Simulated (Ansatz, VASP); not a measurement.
Ti in VASP and in Ansatz

```
CELL_PARAMETERS angstrom
2.64046 0.00000 0.00000
0.00000 2.64046 0.00000
0.00000 0.00000 2.64046
ATOMIC_POSITIONS crystal
Ti 0.00000 0.00000 0.00000
```

Alike in both runs: functional PBE; k mesh 15 × 15 × 15; occupations fermi-dirac, width 0.05 eV; no spin polarisation.

Ansatz relaxed the structure, and its values are those at the end. VASP's run is a single point on that final structure, the one shown.

|  | VASP | Ansatz |
| --- | --- | --- |
| version | VASP 6.6.1 | Ansatz 0.2.0 |
| potentials or method | VASP PAW PBE potentials, release 64 (Ti_sv) | PAW with Ansatz's default frozen-core files, scalar-relativistic |
| plane-wave cutoff (eV) | 520 | 420 |
| valence electrons in the cell | 12 | 12 |

Ansatz gave:

```
pressure (GPa) : 0.0
```

Question: What did VASP give for the same quantities?

Answer: Pressure (GPa): -0.1.

The functional is the same, so the differences come from potentials, cutoffs and numerics.
